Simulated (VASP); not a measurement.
# SnO2 (R-3m) in VASP: a series of runs, part 2 of 2

VASP 6.6.1.

### Step 4. Single point, PBEsol (atoms shifted along a free coordinate)

The input, INCAR:

```
SYSTEM = SnO2
ALGO     = Normal         ! electronic algorithm
EDIFF    = 1E-6           ! SCF threshold, eV
ENCUT    = 520            ! plane-wave cutoff, eV
GGA      = PS             ! functional
ISIF     = 2              ! what is computed and relaxed
ISMEAR   = 0              ! smearing method
LASPH    = .True.         ! aspherical terms in the spheres
LCHARG   = .False.        ! write CHGCAR
LREAL    = .False.        ! projectors in reciprocal space
LWAVE    = .False.        ! write WAVECAR
NBANDS   = 20             ! bands
NELM     = 100            ! most SCF steps
PREC     = Accurate       ! precision mode
SIGMA    = 0.05           ! smearing width, eV
```

The input, KPOINTS:

```
k-points
0
Gamma
  12 12 12
  0 0 0
```

The input, POSCAR:

```
SnO2
1.0
    1.6471025567      0.9509551045      4.5249357463
   -1.6471025567      0.9509551045      4.5249357463
    0.0000000000     -1.9019102089      4.5249357463
Sn O
1 2
Direct
    0.5000000000      0.5000000000      0.5000000000
    0.2287404228      0.2287404228      0.2287404228
    0.7712595772      0.7712595772      0.7712595772
```

Potentials or basis: VASP PAW PBE potentials, release 64 (Sn_d, O).

The run is started by

```
> cat potpaw_PBE.64/Sn_d/POTCAR potpaw_PBE.64/O/POTCAR > POTCAR
> mpirun -np 1 vasp_std > vasp.out
```

OUTCAR:

```text
SYSTEM = SnO2
   EDIFF = 1E-6
   ENCUT = 520
   GGA = PS
   ISIF = 2
   ISMEAR = 0
   LASPH = .True.
   LREAL = .False.
   NELM = 100
   PREC = Accurate

 ion  position               nearest neighbor table
   1  0.500  0.500  0.500-   2 2.08   3 2.08   2 2.08   2 2.08   3 2.08   3 2.08
   2  0.229  0.229  0.229-   1 2.08   1 2.08   1 2.08
   3  0.771  0.771  0.771-   1 2.08   1 2.08   1 2.08

  LATTYP: Found a trigonal (rhomboedric) cell.
 ALAT       =     4.9083913812
 COS(alpha) =     0.7747872837

  Lattice vectors:

 A1 = (   1.6471025567,   0.9509551045,   4.5249357463)
 A2 = (  -1.6471025567,   0.9509551045,   4.5249357463)
 A3 = (   0.0000000000,  -1.9019102089,   4.5249357463)

Analysis of symmetry for initial positions (statically):
=====================================================================
 Subroutine PRICEL returns:
 Original cell was already a primitive cell.

 Routine SETGRP: Setting up the symmetry group for a
 trigonal (rhombohedral) supercell.

 Subroutine GETGRP returns: Found 12 space group operations
 (whereof 12 operations were pure point group operations)
 out of a pool of 12 trial point group operations.

The static configuration has the point symmetry D_3d.

Analysis of symmetry for dynamics (positions and initial velocities):
=====================================================================
 Subroutine PRICEL returns:
 Original cell was already a primitive cell.

 Routine SETGRP: Setting up the symmetry group for a
 trigonal (rhombohedral) supercell.

 Subroutine GETGRP returns: Found 12 space group operations
 (whereof 12 operations were pure point group operations)
 out of a pool of 12 trial point group operations.

The dynamic configuration has the point symmetry D_3d.

 Subroutine INISYM returns: Found 12 space group operations
 (whereof 12 operations are pure point group operations),
 and found     1 'primitive' translations

----------------------------------------------------------------------------------------

                                     Primitive cell

  volume of cell :      42.5250

  direct lattice vectors                    reciprocal lattice vectors
     1.647102557  0.950955104  4.524935746     0.303563368  0.175262392  0.073665871
    -1.647102557  0.950955104  4.524935746    -0.303563368  0.175262392  0.073665871
     0.000000000 -1.901910209  4.524935746     0.000000000 -0.350524785  0.073665871

  length of vectors
     4.908391381  4.908391381  4.908391381     0.358181916  0.358181916  0.358181917

  position of ions in fractional coordinates (direct lattice)
     0.500000000  0.500000000  0.500000000
     0.228740423  0.228740423  0.228740423
     0.771259577  0.771259577  0.771259577

  ion indices of the primitive-cell ions
   primitive index   ion index
                 1           1
                 2           2
                 3           3

----------------------------------------------------------------------------------------

 KPOINTS: k-points

Automatic generation of k-mesh.
 Grid dimensions read from file:
 generate k-points for:   12   12   12

 Generating k-lattice:

  Cartesian coordinates                     Fractional coordinates (reciprocal lattice)
     0.025296947  0.014605199  0.006138823     0.083333333 -0.000000000  0.000000000
    -0.025296947  0.014605199  0.006138823    -0.000000000  0.083333333  0.000000000
     0.000000000 -0.029210399  0.006138823     0.000000000  0.000000000  0.083333333

  Length of vectors
     0.029848493  0.029848493  0.029848493

  Shift w.r.t. Gamma in fractional coordinates (k-lattice)
     0.000000000  0.000000000  0.000000000

 Subroutine IBZKPT returns following result:
 ===========================================

 Found    189 irreducible k-points:

 Following reciprocal coordinates:
            Coordinates               Weight
  0.000000  0.000000  0.000000      1.000000
  0.083333 -0.000000 -0.000000      6.000000
  0.166667 -0.000000 -0.000000      6.000000
  0.250000 -0.000000 -0.000000      6.000000
  0.333333 -0.000000 -0.000000      6.000000
  0.416667 -0.000000  0.000000      6.000000
[... 16 lines left out ...]
  0.500000  0.166667 -0.000000     12.000000
 -0.416667  0.166667 -0.000000     12.000000
 [... further k-points ...]
   k-points           NKPTS =    189   k-points in BZ     NKDIM =    189   number of bands    NBANDS=     20
   number of dos      NEDOS =    301   number of ions     NIONS =      3
   total plane-waves  NPLWV =  64000
   dimension x,y,z NGX =    40 NGY =   40 NGZ =   40
   dimension x,y,z NGXF=    80 NGYF=   80 NGZF=   80
   ions per type =               1   2
   NGX,Y,Z   is equivalent  to a cutoff of  13.55, 13.55, 13.55 a.u.
   NGXF,Y,Z  is equivalent  to a cutoff of  27.10, 27.10, 27.10 a.u.
 SYSTEM =  SnO2
   PREC   = accura    normal or accurate (medium, high low for compatibility)
   ISTART =      0    job   : 0-new  1-cont  2-samecut
   ICHARG =      2    charge: 1-file 2-atom 10-const
   ISPIN  =      1    spin polarized calculation?
   LNONCOLLINEAR =      F non collinear calculations
   LSORBIT =      F    spin-orbit coupling
   LASPH  =      T    aspherical Exc in radial PAW
   ENCUT  =  520.0 eV  38.22 Ry    6.18 a.u.   9.13  9.13  9.13*2*pi/ulx,y,z
   NELM   =    100;   NELMIN=  2; NELMDL= -5     # of ELM steps
   EDIFF  = 0.1E-05   stopping-criterion for ELM
   LREAL  =      F    real-space projection
   EDIFFG = 0.1E-04   stopping-criterion for IOM
   NSW    =      0    number of steps for IOM
   IBRION =     -1    ionic relax: 0-MD 1-quasi-New 2-CG
   NFREE  =      0    steps in history (QN), initial steepest desc. (CG)
   ISIF   =      2    stress and relaxation
   ISYM   =      2    0-nonsym 1-usesym 2-fastsym
   POTIM  = 0.5000    time-step for ionic-motion
   TEBEG  =    0.0;   TEEND  =   0.0 temperature during run
   PSTRESS=    0.0 pullay stress
   NELECT =      26.0000    total number of electrons
   NUPDOWN=      -1.0000    fix difference up-down
   EMIN   =  10.00;   EMAX   =-10.00  energy-range for DOS
   EFERMI =   0.00;   METHOD = LEGACY
   ISMEAR =     0;   SIGMA  =   0.05  broadening in eV -4-tet -1-fermi 0-gaus
   EFERMI_NEDOS =   21; number of points for ismear=-14 and -15
   IALGO  =     38    algorithm
   IMIX   =      4    mixing-type and parameters
     AMIX     =   0.40;   BMIX     =  1.00
     AMIX_MAG =   1.60;   BMIX_MAG =  1.00
  volume/ion in A,a.u.               =      14.18        95.66
  Fermi-wavevector in a.u.,A,eV,Ry     =   1.389476  2.625730 26.268015  1.930645
  Thomas-Fermi vector in A             =   2.513503
   LORBIT       =      0    0 simple, 1 ext, 2 COOP (PROOUT), +10 PAW based schemes
   GGA     = PS    functional components
   LHFCALC =     F    Hartree Fock is set to
   AEXX    =    0.0000 exact exchange contribution
   IVDW    =     0    specifies the selected vdW correction
   LEPSILON=     F    determine dielectric tensor
   LRPA    =     F    only Hartree local field effects (RPA)
 non-spin polarized calculation
 Gauss-broadening in eV      SIGMA  =   0.05
  energy-cutoff  :      520.00
  volume of cell :       42.53
 maximum number of plane-waves:      1158
 NGX is ok and might be reduce to    40
   NGX = 19   NGY = 19   NGZ = 19

 number of electron      26.0000001 magnetization

 Free energy of the ion-electron system (eV)
  ---------------------------------------------------
  ext. energy  EPLUGINS =         0.00000000
  ---------------------------------------------------
  free energy    TOTEN  =       -19.08636408 eV

  energy without entropy =      -19.08636408  energy(sigma->0) =      -19.08636408

 E-fermi :   3.8883     XC(G=0): -10.2952

 val. band max:        3.6317353454   @ k =  -0.2500   0.2500   0.0000
 cond. band min:       5.2650551878   @ k =   0.0000   0.0000   0.0000
 fundamental gap:      1.6333198424
 Fermi energy:         3.8883004650

 k-point     1 :       0.0000    0.0000    0.0000
  band No.  band energies     occupation
      1     -16.5967      2.00000
      2     -16.0848      2.00000
      3     -16.0848      2.00000
      4     -15.8773      2.00000
      5     -15.8773      2.00000
      6     -14.4296      2.00000
[... 12 lines left out ...]
     19      20.5529      0.00000
[... 513 lines left out ...]
      4     -15.8851      2.00000
      5     -15.8110      2.00000
      6     -12.9674      2.00000
[... 12 lines left out ...]
     19      17.3032      0.00000
     20      17.6351      0.00000

 [... further k-points ...]

------------------------ aborting loop because EDIFF is reached ----------------------------------------

  FORCE on cell =-STRESS in cart. coord.  units (eV):
  Direction    XX          YY          ZZ          XY          YZ          ZX
  --------------------------------------------------------------------------------------
  -------------------------------------------------------------------------------------
  Total        0.3055672      0.3055672      2.0939196      0.0000000      0.0000000      0.0000000
  in kB       11.5125874     11.5125874     78.8907818      0.0000000      0.0000000      0.0000000
  external PRESSURE =      33.9719856 kB  Pullay stress =       0.0000000 kB

 VOLUME and BASIS-vectors are now :
 -----------------------------------------------------------------------------
  energy-cutoff  :      520.00
  volume of cell :       42.53
      direct lattice vectors                 reciprocal lattice vectors
     1.647102557  0.950955104  4.524935746     0.303563368  0.175262392  0.073665871
    -1.647102557  0.950955104  4.524935746    -0.303563368  0.175262392  0.073665871
     0.000000000 -1.901910209  4.524935746     0.000000000 -0.350524785  0.073665871

 POSITION                                       TOTAL-FORCE (eV/Angst)
 -----------------------------------------------------------------------------------
      0.00000      0.00000      6.78740        -0.000000      0.000000      0.000000
      0.00000      0.00000      3.10511         0.000000      0.000000      1.552561
      0.00000      0.00000     10.46970         0.000000     -0.000000     -1.552561
 -----------------------------------------------------------------------------------
    total drift:                               -0.000000      0.000000      0.000000

  FREE ENERGIE OF THE ION-ELECTRON SYSTEM (eV)
  ---------------------------------------------------
  free  energy   TOTEN  =       -19.0863640771 eV

  energy  without entropy=      -19.0863640771  energy(sigma->0) =      -19.08636408
```

Run time: 2.8 min. Hardware: 1 thread of Intel Xeon 6975P-C (Granite Rapids), shared host; peak memory 0.32 GiB.

Results:

| Property | Result |
| --- | --- |
| Free energy | -19.0864 eV |
| Pressure | 3.4 GPa |
| Largest force | 1.553 eV/Å |
| Band gap on the k mesh | 1.63 eV (least direct gap 2.12 eV) |

Forces on the atoms (eV/Å):
```
Sn   0.000  0.000  0.000
O    0.000  0.000  1.553
O    0.000  0.000 -1.553
```

Levels at points of the mesh, in eV from the valence-band top:
```csv
k point,band 9,band 10,band 11,band 12,band 13,band 14,band 15,band 16,band 17,band 18
"(0.00, 0.00, 0.00)",-1.63,-1.63,-1.36,-1.36,-0.49,1.63,5.87,10.63,10.63,11.12
"(0.50, 0.00, 0.00)",-4.19,-3.79,-1.16,-0.67,-0.53,5.64,7.78,9.13,12.20,13.47
"(0.50, 0.50, 0.00)",-4.46,-3.88,-0.76,-0.39,-0.13,5.38,6.70,10.19,10.94,13.77
"(0.50, 0.50, 0.50)",-1.73,-1.70,-1.70,-1.31,-1.31,3.02,5.78,10.90,10.90,11.87
```

Caveat: the cell differs from its parent crystal (atoms shifted along a free coordinate); the cell stands under pressure; the PAW data sets were made with another functional, which shifts forces and pressure a little; spin-orbit coupling is left out, which moves the levels of the heavy elements.

### Step 5. Single point, PBEsol (atoms shifted along a free coordinate)

The input, INCAR:

```
  PREC = Accurate
  ENCUT = 520
  EDIFF = 1E-6
  ISMEAR = 0
  SIGMA = 0.05
  LREAL = F
  LASPH = T
  NELM = 60
  ALGO = Normal
  ISIF = 2
  LWAVE = F
  LCHARG = F
  GGA = PS
  NBANDS = 20
```

The input, KPOINTS:

```
regular mesh
0
Gamma
  12 12 12
```

The input, POSCAR:

```
SnO2
1.0
    1.6471025567      0.9509551045      4.5249357463
   -1.6471025567      0.9509551045      4.5249357463
    0.0000000000     -1.9019102089      4.5249357463
Sn O
1 2
Direct
    0.5000000000      0.5000000000      0.5000000000
    0.2541351940      0.2541351940      0.2541351940
    0.7458648060      0.7458648060      0.7458648060
```

The run is started by

```
> cat potpaw_PBE.64/Sn_d/POTCAR potpaw_PBE.64/O/POTCAR > POTCAR
> mpirun -np 1 vasp_std > vasp.out
```

It took 2.7 min on 1 thread of Intel Xeon 6975P-C (Granite Rapids), shared host; peak memory 0.32 GiB.

It converged, with:

* Free energy: -18.6551 eV
* Pressure: -19.1 GPa
* Largest force: 2.588 eV/Å
* Band gap on the k mesh: 0.77 eV

Forces on the atoms (eV/Å):
```
Sn   0.000  0.000  0.000
O    0.000  0.000 -2.588
O    0.000  0.000  2.588
```

Stress tensor (GPa, compression positive):
```
-17.76   0.00   0.00
  0.00 -17.76   0.00
  0.00   0.00 -21.76
```

Levels at points of the mesh, in eV from the valence-band top:
```csv
k point,band 9,band 10,band 11,band 12,band 13,band 14,band 15,band 16,band 17,band 18
"(0.00, 0.00, 0.00)",-1.06,-1.06,-0.99,-0.99,0.00,0.77,4.89,9.78,9.78,12.48
"(0.50, 0.00, 0.00)",-3.90,-2.29,-2.19,-1.20,-1.04,3.79,6.42,8.89,10.18,10.89
"(0.50, 0.50, 0.00)",-4.44,-2.66,-1.26,-0.55,-0.10,3.22,5.32,9.36,10.06,10.07
"(0.50, 0.50, 0.50)",-1.70,-1.32,-1.32,-0.76,-0.76,2.85,4.82,10.11,10.11,13.89
```

Caveat: the cell differs from its parent crystal (atoms shifted along a free coordinate); the cell stands under tension; the PAW data sets were made with another functional, which shifts forces and pressure a little; spin-orbit coupling is left out, which moves the levels of the heavy elements.

### Step 6. Overview

| cell | gap on the mesh (eV) | pressure (GPa) | largest force (eV/Å) |
| --- | --- | --- | --- |
| as given, atomic positions A | 1.70 | 12.0 | 2.77 |
| as given, atomic positions B | 1.26 | -10.2 | 0.68 |
| as given, atomic positions C | 1.63 | 3.4 | 1.55 |
| as given, atomic positions D | 0.77 | -19.1 | 2.59 |

Alike in all rows: task single point; level PBEsol; potentials or basis VASP PAW PBE potentials, release 64 (Sn_d, O); no spin polarisation; k mesh 12 × 12 × 12; cutoff (eV) 520; smearing gaussian 0.05 eV.

Caveats: the PAW data sets were made with another functional, which shifts forces and pressure a little; spin-orbit coupling is left out, which moves the levels of the heavy elements; the cell stands under pressure (at least some runs); the cell stands under tension (at least some runs).

Total energies depend on the potentials used, so only differences within one code and one set of settings carry meaning.
